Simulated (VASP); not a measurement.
# Sb (Fd-3m) in VASP: further runs

Sb is run at these levels: PBE; tasks: single point.

All numbers are computed with VASP 6.6.1; they aren't measurements. Logs are shortened: lines on timing, memory, paths and dates and some standing lists are left out, and cuts for length are marked.

**1. The cell of the first run**

Symmetry: Fd-3m, No. 227, cubic system. Conventional cell: a = 6.205 Å, b = 6.205 Å, c = 6.205 Å, α = 90.00°, β = 90.00°, γ = 90.00°. Within 3.5 Å of Sb (site symmetry -43m) lie 4 Sb at 2.69 Å.

**2. Single point, PBE (volume scaled by 0.7)**

INCAR

```
ALGO     = Normal         # electronic algorithm
EDIFF    = 1E-6           # SCF threshold, eV
ENCUT    = 500            # plane-wave cutoff, eV
GGA      = PE             # functional
GGA_COMPAT= F            
ISIF     = 2              # what is computed and relaxed
ISMEAR   = -1             # smearing method
LASPH    = T              # aspherical terms in the spheres
LCHARG   = F              # write CHGCAR
LREAL    = F              # projectors in reciprocal space
LWAVE    = F              # write WAVECAR
NBANDS   = 12             # bands
NELM     = 120            # most SCF steps
PREC     = Accurate       # precision mode
SIGMA    = 0.08           # smearing width, eV
```

KPOINTS

```
k-points
0
Gamma
  10 10 10
```

POSCAR

```
Sb
1.0
    0.0000000000      3.1023641136      3.1023641136
    3.1023641136      0.0000000000      3.1023641136
    3.1023641136      3.1023641136      0.0000000000
Sb
2
Direct
   -0.1250000000     -0.1250000000     -0.1250000000
    0.1250000000      0.1250000000      0.1250000000
```

Potentials or basis: VASP PAW PBE potentials, release 64 (Sb).

Launch:

```
> cat potpaw_PBE.64/Sb/POTCAR > POTCAR
> mpirun -np 1 vasp_std > vasp.out
```

OUTCAR:

```text
EDIFF = 1E-6
   ENCUT = 500
   GGA = PE
   ISIF = 2
   ISMEAR = -1
   LASPH = T
   LREAL = F
   NELM = 120
   PREC = Accurate

 ion  position               nearest neighbor table
   1  0.875  0.875  0.875-   2 2.69   2 2.69   2 2.69   2 2.69
   2  0.125  0.125  0.125-   1 2.69   1 2.69   1 2.69   1 2.69

  LATTYP: Found a face centered cubic cell.
 ALAT       =     6.2047282272

  Lattice vectors:

 A1 = (   0.0000000000,   3.1023641136,   3.1023641136)
 A2 = (   3.1023641136,   0.0000000000,   3.1023641136)
 A3 = (   3.1023641136,   3.1023641136,   0.0000000000)

Analysis of symmetry for initial positions (statically):
=====================================================================
 Subroutine PRICEL returns:
 Original cell was already a primitive cell.

 Routine SETGRP: Setting up the symmetry group for a
 face centered cubic supercell.

 Subroutine GETGRP returns: Found 48 space group operations
 (whereof 12 operations were pure point group operations)
 out of a pool of 48 trial point group operations.

The static configuration has the point symmetry D_3d.
 The point group associated with its full space group is O_h .

Analysis of symmetry for dynamics (positions and initial velocities):
=====================================================================
 Subroutine PRICEL returns:
 Original cell was already a primitive cell.

 Routine SETGRP: Setting up the symmetry group for a
 face centered cubic supercell.

 Subroutine GETGRP returns: Found 48 space group operations
 (whereof 12 operations were pure point group operations)
 out of a pool of 48 trial point group operations.

The dynamic configuration has the point symmetry D_3d.
 The point group associated with its full space group is O_h .

 Subroutine INISYM returns: Found 48 space group operations
 (whereof 12 operations are pure point group operations),
 and found     1 'primitive' translations

----------------------------------------------------------------------------------------

                                     Primitive cell

  volume of cell :      59.7184

  direct lattice vectors                    reciprocal lattice vectors
     0.000000000  3.102364114  3.102364114    -0.161167414  0.161167414  0.161167414
     3.102364114  0.000000000  3.102364114     0.161167414 -0.161167414  0.161167414
     3.102364114  3.102364114  0.000000000     0.161167414  0.161167414 -0.161167414

  length of vectors
     4.387405405  4.387405405  4.387405405     0.279150149  0.279150149  0.279150149

  position of ions in fractional coordinates (direct lattice)
     0.875000000  0.875000000  0.875000000
     0.125000000  0.125000000  0.125000000

  ion indices of the primitive-cell ions
   primitive index   ion index
                 1           1
                 2           2

----------------------------------------------------------------------------------------

 KPOINTS: k-points

Automatic generation of k-mesh.
 Grid dimensions read from file:
 generate k-points for:   10   10   10

 Generating k-lattice:

  Cartesian coordinates                     Fractional coordinates (reciprocal lattice)
    -0.016116741  0.016116741  0.016116741     0.100000000  0.000000000  0.000000000
     0.016116741 -0.016116741  0.016116741     0.000000000  0.100000000  0.000000000
     0.016116741  0.016116741 -0.016116741     0.000000000  0.000000000  0.100000000

  Length of vectors
     0.027915015  0.027915015  0.027915015

  Shift w.r.t. Gamma in fractional coordinates (k-lattice)
     0.000000000  0.000000000  0.000000000

 Subroutine IBZKPT returns following result:
 ===========================================

 Found     47 irreducible k-points:

 Following reciprocal coordinates:
            Coordinates               Weight
  0.000000  0.000000  0.000000      1.000000
  0.100000  0.000000  0.000000      8.000000
  0.200000  0.000000  0.000000      8.000000
  0.300000  0.000000  0.000000      8.000000
  0.400000  0.000000  0.000000      8.000000
  0.500000  0.000000  0.000000      4.000000
[... 16 lines left out ...]
  0.300000  0.300000  0.000000      6.000000
  0.400000  0.300000  0.000000     24.000000
 [... further k-points ...]
   k-points           NKPTS =     47   k-points in BZ     NKDIM =     47   number of bands    NBANDS=     12
   number of dos      NEDOS =    301   number of ions     NIONS =      2
   total plane-waves  NPLWV =  32768
   dimension x,y,z NGX =    32 NGY =   32 NGZ =   32
   dimension x,y,z NGXF=    64 NGYF=   64 NGZF=   64
   ions per type =               2
   NGX,Y,Z   is equivalent  to a cutoff of  12.13, 12.13, 12.13 a.u.
   NGXF,Y,Z  is equivalent  to a cutoff of  24.25, 24.25, 24.25 a.u.
 SYSTEM =  unknown system
   PREC   = accura    normal or accurate (medium, high low for compatibility)
   ISTART =      0    job   : 0-new  1-cont  2-samecut
   ICHARG =      2    charge: 1-file 2-atom 10-const
   ISPIN  =      1    spin polarized calculation?
   LNONCOLLINEAR =      F non collinear calculations
   LSORBIT =      F    spin-orbit coupling
   LASPH  =      T    aspherical Exc in radial PAW
   ENCUT  =  500.0 eV  36.75 Ry    6.06 a.u.   8.00  8.00  8.00*2*pi/ulx,y,z
   NELM   =    120;   NELMIN=  2; NELMDL= -5     # of ELM steps
   EDIFF  = 0.1E-05   stopping-criterion for ELM
   LREAL  =      F    real-space projection
   EDIFFG = 0.1E-04   stopping-criterion for IOM
   NSW    =      0    number of steps for IOM
   IBRION =     -1    ionic relax: 0-MD 1-quasi-New 2-CG
   NFREE  =      0    steps in history (QN), initial steepest desc. (CG)
   ISIF   =      2    stress and relaxation
   ISYM   =      2    0-nonsym 1-usesym 2-fastsym
   POTIM  = 0.5000    time-step for ionic-motion
   TEBEG  =    0.0;   TEEND  =   0.0 temperature during run
   PSTRESS=    0.0 pullay stress
   NELECT =      10.0000    total number of electrons
   NUPDOWN=      -1.0000    fix difference up-down
   EMIN   =  10.00;   EMAX   =-10.00  energy-range for DOS
   EFERMI =   0.00;   METHOD = LEGACY
   ISMEAR =    -1;   SIGMA  =   0.08  broadening in eV -4-tet -1-fermi 0-gaus
   EFERMI_NEDOS =   21; number of points for ismear=-14 and -15
   IALGO  =     38    algorithm
   IMIX   =      4    mixing-type and parameters
     AMIX     =   0.40;   BMIX     =  1.00
     AMIX_MAG =   1.60;   BMIX_MAG =  1.00
  volume/ion in A,a.u.               =      29.86       201.50
  Fermi-wavevector in a.u.,A,eV,Ry     =   0.902344  1.705183 11.078196  0.814224
  Thomas-Fermi vector in A             =   2.025536
   LORBIT       =      0    0 simple, 1 ext, 2 COOP (PROOUT), +10 PAW based schemes
   GGA     = PE    functional components
   LHFCALC =     F    Hartree Fock is set to
   AEXX    =    0.0000 exact exchange contribution
   IVDW    =     0    specifies the selected vdW correction
   LEPSILON=     F    determine dielectric tensor
   LRPA    =     F    only Hartree local field effects (RPA)
 non-spin polarized calculation
  energy-cutoff  :      500.00
  volume of cell :       59.72
 maximum number of plane-waves:      1528
   NGX = 15   NGY = 15   NGZ = 15

 number of electron      10.0000000 magnetization

 Free energy of the ion-electron system (eV)
  ---------------------------------------------------
  ext. energy  EPLUGINS =         0.00000000
  ---------------------------------------------------
  free energy    TOTEN  =        -6.30748553 eV

  energy without entropy =       -6.27526839  energy(sigma->0) =       -6.29137696

 E-fermi :   7.6587     XC(G=0):  -9.3935

 val. band max:        7.6561899603   @ k =   0.4000   0.3000   0.0000
 cond. band min:       7.6666081739   @ k =   0.3000   0.3000   0.0000
 fundamental gap:      0.0104182137
 Fermi energy:         7.6587250143

 k-point     1 :       0.0000    0.0000    0.0000
  band No.  band energies     occupation
      1      -6.2869      2.00000
      2       4.2556      2.00000
      3       5.2855      2.00000
      4       5.2855      2.00000
      5       5.2855      2.00000
      6       7.8944      0.09991
      7       7.8944      0.09991
      8       7.8944      0.09991
      9      11.5065      0.00000
     10      14.1917      0.00000
     11      14.1917      0.00000
     12      15.1574      0.00000

 k-point     2 :       0.1000    0.0000    0.0000
  band No.  band energies     occupation
      1      -6.1853      2.00000
      2       3.1225      2.00000
      3       5.1046      2.00000
      4       5.1046      2.00000
      5       5.8455      2.00000
      6       8.1387      0.00494
      7       8.1387      0.00494
      8       8.2845      0.00080
      9      11.9974      0.00000
     10      13.6499      0.00000
     11      13.6499      0.00000
     12      14.8027      0.00000

 k-point     3 :       0.2000    0.0000    0.0000
  band No.  band energies     occupation
      1      -5.8877      2.00000
      2       1.5450      2.00000
      3       4.7374      2.00000
      4       4.7374      2.00000
      5       5.8867      2.00000
      6       8.6274      0.00001
      7       8.6274      0.00001
      8       9.5038      0.00000
      9      12.8408      0.00000
     10      13.2500      0.00000
     11      13.2500      0.00000
     12      14.6835      0.00000
[... 286 lines left out ...]
 k-point    23 :       0.3000    0.3000    0.0000
  band No.  band energies     occupation
      1      -5.0785      2.00000
      2      -0.2318      2.00000
      3       3.3385      2.00000
      4       3.3385      2.00000
      5       6.5902      2.00000
      6       7.6666      0.95077
      7      11.3445      0.00000
      8      11.3445      0.00000
      9      12.4559      0.00000
     10      15.2328      0.00000
     11      15.4141      0.00000
     12      17.5660      0.00000

 k-point    24 :       0.4000    0.3000    0.0000
  band No.  band energies     occupation
      1      -4.6065      2.00000
      2      -1.0632      2.00000
      3       2.8791      2.00000
      4       3.1435      2.00000
      5       6.7680      1.99997
      6       7.6562      1.01584
      7      11.3839      0.00000
      8      11.8223      0.00000
      9      13.9021      0.00000
     10      15.7267      0.00000
     11      15.7743      0.00000
     12      17.5719      0.00000

 [... further k-points ...]

------------------------ aborting loop because EDIFF is reached ----------------------------------------

  FORCE on cell =-STRESS in cart. coord.  units (eV):
  Direction    XX          YY          ZZ          XY          YZ          ZX
  --------------------------------------------------------------------------------------
  -------------------------------------------------------------------------------------
  Total        8.5856707      8.5856707      8.5856707     -0.0000000      0.0000000      0.0000000
  in kB      230.3437921    230.3437921    230.3437921     -0.0000000      0.0000000      0.0000000
  external PRESSURE =     230.3437921 kB  Pullay stress =       0.0000000 kB

 VOLUME and BASIS-vectors are now :
 -----------------------------------------------------------------------------
  energy-cutoff  :      500.00
  volume of cell :       59.72
      direct lattice vectors                 reciprocal lattice vectors
     0.000000000  3.102364114  3.102364114    -0.161167414  0.161167414  0.161167414
     3.102364114  0.000000000  3.102364114     0.161167414 -0.161167414  0.161167414
     3.102364114  3.102364114  0.000000000     0.161167414  0.161167414 -0.161167414

 POSITION                                       TOTAL-FORCE (eV/Angst)
 -----------------------------------------------------------------------------------
      5.42914      5.42914      5.42914        -0.000000      0.000000     -0.000000
      0.77559      0.77559      0.77559         0.000000     -0.000000      0.000000
 -----------------------------------------------------------------------------------
    total drift:                                0.000000      0.000000     -0.000000

  FREE ENERGIE OF THE ION-ELECTRON SYSTEM (eV)
  ---------------------------------------------------
  free  energy   TOTEN  =        -6.3074855348 eV

  energy  without entropy=       -6.2752683934  energy(sigma->0) =       -6.29137696
```

Run time: 17 s. Hardware: 1 thread of Intel Xeon 6975P-C, shared host; peak memory 0.18 GiB.

Results:

```yaml
Free_energy: -6.3075 eV
Pressure: 23.0 GPa
Band_gap_on_the_k_mesh: zero (band 5 reaches 8.62 eV, above the bottom of band 6 at 6.64 eV)
```

Levels at points of the mesh, in eV from the Fermi level:
```csv
k point,band 3,band 4,band 5,band 6,band 7,band 8
"(0.00, 0.00, 0.00)",-2.37,-2.37,-2.37,0.24,0.24,0.24
"(0.50, 0.00, 0.00)",-3.57,-3.57,-2.25,1.48,1.48,4.56
"(0.50, 0.50, 0.00)",-4.89,-4.89,-1.02,-1.02,6.00,6.00
```

Caveat: spin-orbit coupling is left out, which moves the levels of the heavy elements.

**3. Single point, PBE (volume scaled by 0.8)**

INCAR

```
PREC     = Accurate       # precision mode
ENCUT    = 500            # plane-wave cutoff, eV
EDIFF    = 1E-6           # SCF threshold, eV
ISMEAR   = -1             # smearing method
SIGMA    = 0.08           # smearing width, eV
LREAL    = False          # projectors in reciprocal space
LASPH    = True           # aspherical terms in the spheres
NELM     = 120            # most SCF steps
ALGO     = Normal         # electronic algorithm
ISIF     = 2              # what is computed and relaxed
LWAVE    = False          # write WAVECAR
LCHARG   = False          # write CHGCAR
GGA      = PE             # functional
NBANDS   = 12             # bands
GGA_COMPAT= False
```

KPOINTS

```
regular mesh
0
Gamma
  10 10 10
```

POSCAR

```
Sb
1.0
    0.0000000000      3.2435710616      3.2435710616
    3.2435710616      0.0000000000      3.2435710616
    3.2435710616      3.2435710616      0.0000000000
Sb
2
Direct
   -0.1250000000     -0.1250000000     -0.1250000000
    0.1250000000      0.1250000000      0.1250000000
```

Potentials or basis: VASP PAW PBE potentials, release 64 (Sb).

Launch:

```
> cat potpaw_PBE.64/Sb/POTCAR > POTCAR
> mpirun -np 1 vasp_std > vasp.out
```

It took 27 s on 1 thread of Intel Xeon 6975P-C, shared host; peak memory 0.21 GiB.

It converged, with:

```
Free energy            : -7.1843 eV
Pressure               : 11.0 GPa
Band gap on the k mesh : zero (band 5 reaches 6.94 eV, above the bottom of band 6 at 5.33 eV)
```

Levels at points of the mesh, in eV from the Fermi level:
| k point | band 1 | band 2 | band 3 | band 4 | band 5 | band 6 | band 7 | band 8 | band 9 | band 10 |
| --- | --- | --- | --- | --- | --- | --- | --- | --- | --- | --- |
| (0.00, 0.00, 0.00) | -12.85 | -4.20 | -2.10 | -2.10 | -2.10 | 0.41 | 0.41 | 0.41 | 3.94 | 6.49 |
| (0.50, 0.00, 0.00) | -11.44 | -8.59 | -3.11 | -3.11 | -2.27 | 1.59 | 1.59 | 4.68 | 6.35 | 6.82 |
| (0.50, 0.50, 0.00) | -10.04 | -10.04 | -4.23 | -4.23 | -0.72 | -0.72 | 5.29 | 5.29 | 7.14 | 7.14 |

Caveat: spin-orbit coupling is left out, which moves the levels of the heavy elements.

**4. Single point, PBE (volume scaled by 0.8)**

INCAR

```
SYSTEM = Sb
  PREC = Accurate
  ENCUT = 500
  EDIFF = 1E-6
  ISMEAR = -1
  SIGMA = 0.08
  LREAL = .FALSE.
  LASPH = .TRUE.
  NELM = 120
  ALGO = Normal
  ISIF = 2
  LWAVE = .FALSE.
  LCHARG = .FALSE.
  GGA = PE
  NBANDS = 12
  GGA_COMPAT = .FALSE.
```

KPOINTS

```
regular mesh
0
G
  10 10 10
  0 0 0
```

POSCAR is that of step 3.

Launch:

```
> cat potpaw_PBE.64/Sb/POTCAR > POTCAR
> mpirun -np 1 vasp_std > vasp.out
```

Run time: 21 s. Hardware: 1 thread of Intel Xeon 6975P-C, shared host; peak memory 0.21 GiB.

Results (log left out):

| Property | Result |
| --- | --- |
| Free energy | -7.1843 eV |
| Pressure | 11.0 GPa |
| Band gap on the k mesh | zero (band 5 reaches 6.94 eV, above the bottom of band 6 at 5.33 eV) |

Levels at points of the mesh, in eV from the Fermi level:
```
           k point  band 2  band 3  band 4  band 5  band 6  band 7  band 8  band 9
(0.00, 0.00, 0.00)   -4.20   -2.10   -2.10   -2.10    0.41    0.41    0.41    3.94
(0.50, 0.00, 0.00)   -8.59   -3.11   -3.11   -2.27    1.59    1.59    4.68    6.35
(0.50, 0.50, 0.00)  -10.04   -4.23   -4.23   -0.72   -0.72    5.29    5.29    7.14
```

Caveat: spin-orbit coupling is left out, which moves the levels of the heavy elements.

**5. Single point, PBE (volume scaled by 0.9)**

INCAR

```
  PREC = Accurate
  ENCUT = 500
  EDIFF = 1E-6
  ISMEAR = -1
  SIGMA = 0.08
  LREAL = F
  LASPH = T
  NELM = 120
  ALGO = Normal
  ISIF = 2
  LWAVE = F
  LCHARG = F
  GGA = PE
  NBANDS = 12
  GGA_COMPAT = F
```

KPOINTS

```
regular mesh
0
Gamma
  10 10 10
```

POSCAR

```
Sb
1.0
    0.0000000000      3.3734498471      3.3734498471
    3.3734498471      0.0000000000      3.3734498471
    3.3734498471      3.3734498471      0.0000000000
Sb
2
Direct
   -0.1250000000     -0.1250000000     -0.1250000000
    0.1250000000      0.1250000000      0.1250000000
```

Launch:

```
> cat potpaw_PBE.64/Sb/POTCAR > POTCAR
> mpirun -np 1 vasp_std > vasp.out
```

Wall time 29 s (1 thread of Intel Xeon 6975P-C, shared host); peak memory 0.21 GiB.

It converged, with:

```
Free energy            : -7.5724 eV
Pressure               : 4.1 GPa
Band gap on the k mesh : zero (band 5 reaches 5.59 eV, above the bottom of band 6 at 4.29 eV)
```

Levels at points of the mesh, in eV from the Fermi level:
```csv
k point,band 3,band 4,band 5,band 6,band 7,band 8
"(0.00, 0.00, 0.00)",-1.89,-1.89,-1.89,0.51,0.51,0.51
"(0.50, 0.00, 0.00)",-2.76,-2.76,-2.24,1.62,1.62,4.47
"(0.50, 0.50, 0.00)",-3.72,-3.72,-0.53,-0.53,4.69,4.69
```

Caveat: spin-orbit coupling is left out, which moves the levels of the heavy elements.

**6. Single point, PBE (volume scaled by 0.9)**

INCAR

```
SYSTEM = Sb
PREC     = Accurate       ! precision mode
ENCUT    = 500            ! plane-wave cutoff, eV
EDIFF    = 1E-6           ! SCF threshold, eV
ISMEAR   = -1             ! smearing method
SIGMA    = 0.08           ! smearing width, eV
LREAL    = .False.        ! projectors in reciprocal space
LASPH    = .True.         ! aspherical terms in the spheres
NELM     = 120            ! most SCF steps
ALGO     = Normal         ! electronic algorithm
ISIF     = 2              ! what is computed and relaxed
LWAVE    = .False.        ! write WAVECAR
LCHARG   = .False.        ! write CHGCAR
GGA      = PE             ! functional
NBANDS   = 12             ! bands
GGA_COMPAT= .False.
```

KPOINTS

```
regular mesh
0
Gamma
  10 10 10
  0 0 0
```

POSCAR is that of step 5.

Potentials or basis: VASP PAW PBE potentials, release 64 (Sb).

Launch:

```
> cat potpaw_PBE.64/Sb/POTCAR > POTCAR
> mpirun -np 1 vasp_std > vasp.out
```

It took 30 s on 1 thread of Intel Xeon 6975P-C, shared host; peak memory 0.21 GiB.

It converged, with:

| Item | Value |
| --- | --- |
| Free energy | -7.5724 eV |
| Pressure | 4.1 GPa |
| Band gap on the k mesh | zero (band 5 reaches 5.59 eV, above the bottom of band 6 at 4.29 eV) |

Levels at points of the mesh, in eV from the Fermi level:
| k point | band 1 | band 2 | band 3 | band 4 | band 5 | band 6 | band 7 | band 8 | band 9 | band 10 |
| --- | --- | --- | --- | --- | --- | --- | --- | --- | --- | --- |
| (0.00, 0.00, 0.00) | -12.02 | -4.83 | -1.89 | -1.89 | -1.89 | 0.51 | 0.51 | 0.51 | 3.98 | 6.44 |
| (0.50, 0.00, 0.00) | -10.81 | -8.22 | -2.76 | -2.76 | -2.24 | 1.62 | 1.62 | 4.47 | 5.81 | 6.54 |
| (0.50, 0.50, 0.00) | -9.58 | -9.58 | -3.72 | -3.72 | -0.53 | -0.53 | 4.69 | 4.69 | 6.58 | 6.58 |

Caveat: spin-orbit coupling is left out, which moves the levels of the heavy elements.

**7. Overview**

```csv
cell,gap on the mesh (eV),pressure (GPa)
"a = 4.387 Å, angles 60.0°, 2 atoms",none,23.0
"a = 4.587 Å, angles 60.0°, 2 atoms",none,11.0
"a = 4.771 Å, angles 60.0°, 2 atoms",none,4.1
```

Alike in all rows: task single point; level PBE; potentials or basis VASP PAW PBE potentials, release 64 (Sb); no spin polarisation; k mesh 10 × 10 × 10; cutoff (eV) 500; smearing fermi-dirac 0.08 eV.

Caveats: spin-orbit coupling is left out, which moves the levels of the heavy elements.

Absolute energies hang on the potentials; compare differences alone.
